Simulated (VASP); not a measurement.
# Hg (P6/mmm) in VASP: notebook

Hg is run at these levels: PBEsol; tasks: single point, relaxation of cell and atoms.

All numbers are computed with VASP 6.6.1; they aren't measurements. Logs are shortened: lines on timing, memory, paths and dates and some standing lists are left out, and cuts for length are marked.

## 1. The cell of the first run

The structure is hexagonal, space group P6/mmm (No. 191). The conventional cell has a = 5.221 Å, b = 5.221 Å, c = 3.079 Å, α = 90.00°, β = 90.00°, γ = 120.00°. Within 4.1 Å of Hg (site symmetry 6/mmm) lie 14 Hg at 3.08 to 3.38 Å. Within 4.0 Å of Hg (site symmetry -6m2) lie 11 Hg at 3.01 to 3.38 Å.

## 2. Single point, PBEsol

INCAR

```
SYSTEM = Hg
PREC = Accurate
ENCUT = 520
EDIFF = 1E-6
ISMEAR = 0
SIGMA = 0.1
LREAL = .FALSE.
LASPH = .TRUE.
NELM = 100
ALGO = Normal
ISIF = 2
LWAVE = .FALSE.
LCHARG = .FALSE.
GGA = PS
NBANDS = 25
```

KPOINTS

```
Automatic mesh
0
G
  9 9 12
  0 0 0
```

POSCAR

```
Hg
1.0
    5.2208186355      0.0000000000      0.0000000000
   -2.6104093178      4.5213615669      0.0000000000
    0.0000000000      0.0000000000      3.0790522259
Hg
3
Direct
    0.0000000000      0.0000000000      0.0000000000
    0.3333333333      0.6666666667      0.5000000000
    0.6666666667      0.3333333333      0.5000000000
```

Potentials or basis: VASP PAW PBE potentials, release 64 (Hg).

Started as:

```
cat potpaw_PBE.64/Hg/POTCAR > POTCAR
mpirun -np 1 vasp_std > vasp.out
```

OUTCAR:

```text
SYSTEM = Hg
   PREC = Accurate
   ENCUT = 520
   EDIFF = 1E-6
   ISMEAR = 0
   LREAL = .FALSE.
   LASPH = .TRUE.
   NELM = 100
   ISIF = 2
   GGA = PS

 ion  position               nearest neighbor table
   1  0.000  0.000  0.000-   2 3.38   3 3.38   2 3.38   3 3.38   3 3.38   3 3.38   2 3.38   2 3.38
                             3 3.38   3 3.38   2 3.38   2 3.38
   2  0.333  0.667  0.500-   3 3.01   3 3.01   3 3.01   1 3.38   1 3.38   1 3.38   1 3.38   1 3.38
                             1 3.38
   3  0.667  0.333  0.500-   2 3.01   2 3.01   2 3.01   1 3.38   1 3.38   1 3.38   1 3.38   1 3.38
                             1 3.38

  LATTYP: Found a hexagonal cell.
 ALAT       =     5.2208186355
 C/A-ratio  =     0.5897642575

  Lattice vectors:

 A1 = (   5.2208186355,   0.0000000000,   0.0000000000)
 A2 = (  -2.6104093178,   4.5213615669,   0.0000000000)
 A3 = (   0.0000000000,   0.0000000000,   3.0790522259)

Analysis of symmetry for initial positions (statically):
=====================================================================
 Subroutine PRICEL returns:
 Original cell was already a primitive cell.

 Routine SETGRP: Setting up the symmetry group for a
 hexagonal supercell.

 Subroutine GETGRP returns: Found 24 space group operations
 (whereof 24 operations were pure point group operations)
 out of a pool of 24 trial point group operations.

The static configuration has the point symmetry D_6h.

Analysis of symmetry for dynamics (positions and initial velocities):
=====================================================================
 Subroutine PRICEL returns:
 Original cell was already a primitive cell.

 Routine SETGRP: Setting up the symmetry group for a
 hexagonal supercell.

 Subroutine GETGRP returns: Found 24 space group operations
 (whereof 24 operations were pure point group operations)
 out of a pool of 24 trial point group operations.

The dynamic configuration has the point symmetry D_6h.

 Subroutine INISYM returns: Found 24 space group operations
 (whereof 24 operations are pure point group operations),
 and found     1 'primitive' translations

----------------------------------------------------------------------------------------

                                     Primitive cell

  volume of cell :      72.6817

  direct lattice vectors                    reciprocal lattice vectors
     5.220818635  0.000000000  0.000000000     0.191540843  0.110586157  0.000000000
    -2.610409318  4.521361567  0.000000000     0.000000000  0.221172314  0.000000000
     0.000000000  0.000000000  3.079052226     0.000000000  0.000000000  0.324775264

  length of vectors
     5.220818635  5.220818636  3.079052226     0.221172314  0.221172314  0.324775264

  position of ions in fractional coordinates (direct lattice)
     0.000000000  0.000000000  0.000000000
     0.333333333  0.666666667  0.500000000
     0.666666667  0.333333333  0.500000000

  ion indices of the primitive-cell ions
   primitive index   ion index
                 1           1
                 2           2
                 3           3

----------------------------------------------------------------------------------------

 KPOINTS: Automatic mesh

Automatic generation of k-mesh.
 Grid dimensions read from file:
 generate k-points for:    9    9   12

 Generating k-lattice:

  Cartesian coordinates                     Fractional coordinates (reciprocal lattice)
     0.021282316  0.012287351  0.000000000     0.111111111  0.000000000  0.000000000
     0.000000000  0.024574702  0.000000000     0.000000000  0.111111111  0.000000000
     0.000000000  0.000000000  0.027064605     0.000000000  0.000000000  0.083333333

  Length of vectors
     0.024574702  0.024574702  0.027064605

  Shift w.r.t. Gamma in fractional coordinates (k-lattice)
     0.000000000  0.000000000  0.000000000

 Subroutine IBZKPT returns following result:
 ===========================================

 Found     84 irreducible k-points:

 Following reciprocal coordinates:
            Coordinates               Weight
  0.000000  0.000000  0.000000      1.000000
  0.111111 -0.000000  0.000000      6.000000
  0.222222  0.000000  0.000000      6.000000
  0.333333 -0.000000  0.000000      6.000000
  0.444444  0.000000  0.000000      6.000000
  0.111111  0.111111  0.000000      6.000000
[... 16 lines left out ...]
  0.333333  0.222222  0.083333     24.000000
  0.333333  0.333333  0.083333      4.000000
 [... further k-points ...]
   k-points           NKPTS =     84   k-points in BZ     NKDIM =     84   number of bands    NBANDS=     25
   number of dos      NEDOS =    301   number of ions     NIONS =      3
   total plane-waves  NPLWV =  38400
   dimension x,y,z NGX =    40 NGY =   40 NGZ =   24
   dimension x,y,z NGXF=    80 NGYF=   80 NGZF=   48
   ions per type =               3
   NGX,Y,Z   is equivalent  to a cutoff of  12.74, 12.74, 12.96 a.u.
   NGXF,Y,Z  is equivalent  to a cutoff of  25.47, 25.47, 25.92 a.u.
 SYSTEM =  Hg
   PREC   = accura    normal or accurate (medium, high low for compatibility)
   ISTART =      0    job   : 0-new  1-cont  2-samecut
   ICHARG =      2    charge: 1-file 2-atom 10-const
   ISPIN  =      1    spin polarized calculation?
   LNONCOLLINEAR =      F non collinear calculations
   LSORBIT =      F    spin-orbit coupling
   LASPH  =      T    aspherical Exc in radial PAW
   ENCUT  =  520.0 eV  38.22 Ry    6.18 a.u.   9.71  9.71  5.72*2*pi/ulx,y,z
   NELM   =    100;   NELMIN=  2; NELMDL= -5     # of ELM steps
   EDIFF  = 0.1E-05   stopping-criterion for ELM
   LREAL  =      F    real-space projection
   EDIFFG = 0.1E-04   stopping-criterion for IOM
   NSW    =      0    number of steps for IOM
   IBRION =     -1    ionic relax: 0-MD 1-quasi-New 2-CG
   NFREE  =      0    steps in history (QN), initial steepest desc. (CG)
   ISIF   =      2    stress and relaxation
   ISYM   =      2    0-nonsym 1-usesym 2-fastsym
   POTIM  = 0.5000    time-step for ionic-motion
   TEBEG  =    0.0;   TEEND  =   0.0 temperature during run
   PSTRESS=    0.0 pullay stress
   NELECT =      36.0000    total number of electrons
   NUPDOWN=      -1.0000    fix difference up-down
   EMIN   =  10.00;   EMAX   =-10.00  energy-range for DOS
   EFERMI =   0.00;   METHOD = LEGACY
   ISMEAR =     0;   SIGMA  =   0.10  broadening in eV -4-tet -1-fermi 0-gaus
   EFERMI_NEDOS =   21; number of points for ismear=-14 and -15
   IALGO  =     38    algorithm
   IMIX   =      4    mixing-type and parameters
     AMIX     =   0.40;   BMIX     =  1.00
     AMIX_MAG =   1.60;   BMIX_MAG =  1.00
  volume/ion in A,a.u.               =      24.23       163.49
  Fermi-wavevector in a.u.,A,eV,Ry     =   1.295291  2.447745 22.827568  1.677779
  Thomas-Fermi vector in A             =   2.426820
   LORBIT       =      0    0 simple, 1 ext, 2 COOP (PROOUT), +10 PAW based schemes
   GGA     = PS    functional components
   LHFCALC =     F    Hartree Fock is set to
   AEXX    =    0.0000 exact exchange contribution
   IVDW    =     0    specifies the selected vdW correction
   LEPSILON=     F    determine dielectric tensor
   LRPA    =     F    only Hartree local field effects (RPA)
 non-spin polarized calculation
 Gauss-broadening in eV      SIGMA  =   0.10
  energy-cutoff  :      520.00
  volume of cell :       72.68
 maximum number of plane-waves:      1979
 NGX is ok and might be reduce to    40
   NGX = 19   NGY = 19   NGZ = 11

 number of electron      36.0000000 magnetization

 Free energy of the ion-electron system (eV)
  ---------------------------------------------------
  ext. energy  EPLUGINS =         0.00000000
  ---------------------------------------------------
  free energy    TOTEN  =        -1.65982366 eV

  energy without entropy =       -1.65793940  energy(sigma->0) =       -1.65888153

 E-fermi :   2.2873     XC(G=0): -10.8990

 val. band max:        2.1936550759   @ k =   0.2222   0.2222   0.5000
 cond. band min:       2.3133078700   @ k =   0.2222   0.0000   0.0833
 fundamental gap:      0.1196527941
 Fermi energy:         2.2872740605

 k-point     1 :       0.0000    0.0000    0.0000
  band No.  band energies     occupation
      1      -6.5575      2.00000
      2      -5.5375      2.00000
      3      -5.0112      2.00000
      4      -4.7913      2.00000
      5      -4.6017      2.00000
      6      -4.6017      2.00000
[... 17 lines left out ...]
     24      15.9809      0.00000
     25      16.9613      0.00000

 k-point     2 :       0.1111   -0.0000    0.0000
  band No.  band energies     occupation
      1      -6.4516      2.00000
      2      -5.5180      2.00000
      3      -5.0344      2.00000
      4      -4.8568      2.00000
      5      -4.7224      2.00000
      6      -4.7223      2.00000
[... 17 lines left out ...]
     24      15.9192      0.00000
     25      16.3495      0.00000

 k-point     3 :       0.2222    0.0000    0.0000
  band No.  band energies     occupation
      1      -6.1487      2.00000
      2      -5.4647      2.00000
      3      -5.1299      2.00000
      4      -5.0521      2.00000
      5      -4.8510      2.00000
      6      -4.7878      2.00000
[... 17 lines left out ...]
     24      14.1830      0.00000
     25      14.8594      0.00000

 k-point     4 :       0.3333   -0.0000    0.0000
  band No.  band energies     occupation
      1      -5.7184      2.00000
      2      -5.4241      2.00000
      3      -5.2939      2.00000
      4      -5.1263      2.00000
      5      -4.9272      2.00000
      6      -4.8338      2.00000
[... 17 lines left out ...]
     24      12.2678      0.00000
     25      13.1801      0.00000
[... 477 lines left out ...]
 k-point    22 :       0.2222    0.2222    0.0833
  band No.  band energies     occupation
      1      -5.4926      2.00000
      2      -5.3109      2.00000
      3      -5.1981      2.00000
      4      -5.1685      2.00000
      5      -5.0116      2.00000
      6      -4.7825      2.00000
[... 17 lines left out ...]
     24      11.4633      0.00000
     25      13.9715      0.00000

 k-point    23 :       0.3333    0.2222    0.0833
  band No.  band energies     occupation
      1      -5.4973      2.00000
      2      -5.2532      2.00000
      3      -5.2022      2.00000
      4      -5.1013      2.00000
      5      -5.0551      2.00000
      6      -4.8199      2.00000
[... 17 lines left out ...]
     24      12.3368      0.00000
     25      12.8810      0.00000

 k-point    24 :       0.3333    0.3333    0.0833
  band No.  band energies     occupation
      1      -5.5293      2.00000
      2      -5.2299      2.00000
      3      -5.2299      2.00000
      4      -5.0839      2.00000
      5      -5.0839      2.00000
      6      -4.8263      2.00000
[... 17 lines left out ...]
     24      12.8281      0.00000
     25      13.0050      0.00000

 [... further k-points ...]

------------------------ aborting loop because EDIFF is reached ----------------------------------------

  FORCE on cell =-STRESS in cart. coord.  units (eV):
  Direction    XX          YY          ZZ          XY          YZ          ZX
  --------------------------------------------------------------------------------------
  -------------------------------------------------------------------------------------
  Total        0.1106415      0.1106415      0.1342633     -0.0000000      0.0000000      0.0000000
  in kB        2.4389537      2.4389537      2.9596681     -0.0000000      0.0000000      0.0000000
  external PRESSURE =       2.6125252 kB  Pullay stress =       0.0000000 kB

 VOLUME and BASIS-vectors are now :
 -----------------------------------------------------------------------------
  energy-cutoff  :      520.00
  volume of cell :       72.68
      direct lattice vectors                 reciprocal lattice vectors
     5.220818635  0.000000000  0.000000000     0.191540843  0.110586157  0.000000000
    -2.610409318  4.521361567  0.000000000     0.000000000  0.221172314  0.000000000
     0.000000000  0.000000000  3.079052226     0.000000000  0.000000000  0.324775264

 POSITION                                       TOTAL-FORCE (eV/Angst)
 -----------------------------------------------------------------------------------
      0.00000      0.00000      0.00000        -0.000000      0.000000     -0.000000
     -0.00000      3.01424      1.53953         0.000000     -0.000000      0.000000
      2.61041      1.50712      1.53953        -0.000000     -0.000000     -0.000000
 -----------------------------------------------------------------------------------
    total drift:                                0.000000     -0.000000      0.000000

  FREE ENERGIE OF THE ION-ELECTRON SYSTEM (eV)
  ---------------------------------------------------
  free  energy   TOTEN  =        -1.6598236564 eV

  energy  without entropy=       -1.6579394011  energy(sigma->0) =       -1.65888153
```

It took 46 s on 1 thread of Intel Xeon 6975P-C (Granite Rapids), shared host; peak memory 0.26 GiB.

Results:

* Free energy: -1.6598 eV
* Pressure: 0.3 GPa
* Band gap on the k mesh: zero (bands 18 and 19 overlap by 4.30 eV)

Caveat: the PAW data sets were made with another functional, which shifts forces and pressure a little; spin-orbit coupling is left out, which moves the levels of the heavy elements.

## 3. Relaxation of cell and atoms, PBEsol

This run uses another cell than the first one, of 36.85 Å³/atom.

INCAR

```
PREC = Accurate ; ENCUT = 600
EDIFF = 1E-6 ; ISMEAR = 0
SIGMA = 0.1 ; LREAL = False
LASPH = True ; NELM = 100
ALGO = Normal ; ISIF = 3
LWAVE = False ; LCHARG = False
GGA = PS ; IBRION = 2
NSW = 100 ; EDIFFG = -0.01
```

KPOINTS

```
regular mesh
0
Gamma
  9 9 12
```

POSCAR

```
Hg
1.0
    5.9269821055      0.0000000000      0.0000000000
   -2.9634910528      5.1329170711      0.0000000000
    0.0000000000      0.0000000000      3.6334977255
Hg
3
Direct
    0.0000000000      0.0000000000      0.0000000000
    0.3333333333      0.6666666667      0.5000000000
    0.6666666667      0.3333333333      0.5000000000
```

Potentials or basis: VASP PAW PBE potentials, release 64 (Hg).

Started as:

```
cat potpaw_PBE.64/Hg/POTCAR > POTCAR
mpirun -np 1 vasp_std > vasp.out
```

Wall time 13 min (1 thread of Intel Xeon 6975P-C (Granite Rapids), shared host); peak memory 0.43 GiB.

The run converged. Its results:

* Free energy: -1.6623 eV
* Relaxed volume: 24.47 Å³/atom
* Relaxed cell: a = 5.235 Å, b = 5.235 Å, c = 3.093 Å, α = 90.00°, β = 90.00°, γ = 120.00°
* Space group after relaxing (to 0.1 Å): P6/mmm (No. 191)
* Pressure after relaxing: 0.0 GPa
* Band gap on the k mesh: zero (bands 18 and 19 overlap by 4.18 eV)

Final structure:
```cif
data_structure
_symmetry_space_group_name_H-M 'P 1'
_symmetry_Int_Tables_number 1
_cell_length_a 5.2355
_cell_length_b 5.2355
_cell_length_c 3.0930
_cell_angle_alpha 90.000
_cell_angle_beta 90.000
_cell_angle_gamma 120.000
_cell_volume 73.42
loop_
_atom_site_label
_atom_site_type_symbol
_atom_site_fract_x
_atom_site_fract_y
_atom_site_fract_z
_atom_site_occupancy
Hg1 Hg 0.00000 0.00000 0.00000 1
Hg2 Hg 0.33333 0.66667 0.50000 1
Hg3 Hg 0.66667 0.33333 0.50000 1
```

Levels at points of the mesh, in eV from the Fermi level:
| k point | band 16 | band 17 | band 18 | band 19 | band 20 | band 21 |
| --- | --- | --- | --- | --- | --- | --- |
| (0.00, 0.00, 0.00) | -5.66 | -1.09 | -0.66 | 1.88 | 1.88 | 1.95 |
| (0.00, 0.00, 0.50) | -3.19 | -2.83 | 2.90 | 3.49 | 3.49 | 3.79 |

Caveat: the volume moved by over 15 % at a fixed basis, so the end points are rough; the PAW data sets were made with another functional, which shifts forces and pressure a little; spin-orbit coupling is left out, which moves the levels of the heavy elements.

## 4. Single point, PBEsol

This run uses another cell than the first one, of 36.85 Å³/atom.

INCAR

```
PREC = Accurate
ENCUT = 520
EDIFF = 1E-6
ISMEAR = 0
SIGMA = 0.1
LREAL = F
LASPH = T
NELM = 100
ALGO = Normal
ISIF = 2
LWAVE = F
LCHARG = T
GGA = PS
LELF = T
LVHAR = T
NBANDS = 25
```

KPOINTS

```
Automatic mesh
0
Gamma
  6 6 6
```

POSCAR is that of step 3.

Started as:

```
cat potpaw_PBE.64/Hg/POTCAR > POTCAR
mpirun -np 1 vasp_std > vasp.out
```

Wall time 34 s (1 thread of Intel Xeon 6975P-C (Granite Rapids), shared host); peak memory 0.25 GiB.

Results (log left out):

```
Free energy            : -1.0740 eV
Pressure               : -2.5 GPa
Band gap on the k mesh : zero (bands 18 and 19 overlap by 0.39 eV)
```

Levels at points of the mesh, in eV from the Fermi level:
```csv
k point,band 15,band 16,band 17,band 18,band 19,band 20,band 21,band 22
"(0.00, 0.00, 0.00)",-5.59,-5.59,-1.74,-1.37,1.98,1.98,2.07,2.07
"(0.50, 0.00, 0.00)",-5.54,-4.55,-4.51,-2.08,0.00,4.73,4.75,6.72
"(0.00, 0.00, 0.50)",-5.45,-3.38,-2.55,0.39,2.21,2.89,3.60,3.60
"(0.50, 0.00, 0.50)",-5.49,-2.30,-1.77,-1.77,0.39,1.55,2.47,2.83
```

Caveat: the PAW data sets were made with another functional, which shifts forces and pressure a little; spin-orbit coupling is left out, which moves the levels of the heavy elements.

## 5. The runs side by side

| task | cell | k mesh | cutoff (eV) | gap on the mesh (eV) | pressure (GPa) |
| --- | --- | --- | --- | --- | --- |
| single point | a = 5.221, b = 5.221, c = 3.079 Å, angles 90.0, 90.0, 120.0°, 3 atoms | 9 × 9 × 12 | 520 | none | 0.3 |
| relaxation of cell and atoms | relaxed from a = 5.927, b = 5.927, c = 3.633 Å, angles 90.0, 90.0, 120.0°, 3 atoms | 9 × 9 × 12 | 600 | none | 0.0 |
| single point | a = 5.927, b = 5.927, c = 3.633 Å, angles 90.0, 90.0, 120.0°, 3 atoms | 6 × 6 × 6 | 520 | none | -2.5 |

Alike in all rows: level PBEsol; potentials or basis VASP PAW PBE potentials, release 64 (Hg); no spin polarisation; smearing gaussian 0.1 eV.

Caveats: the PAW data sets were made with another functional, which shifts forces and pressure a little; spin-orbit coupling is left out, which moves the levels of the heavy elements; the volume moved by over 15 % at a fixed basis, so the end points are rough (at least some runs).

Absolute energies hang on the potentials; compare differences alone.

The gap in the log of VASP goes by the Fermi energy; the results here count the filled bands.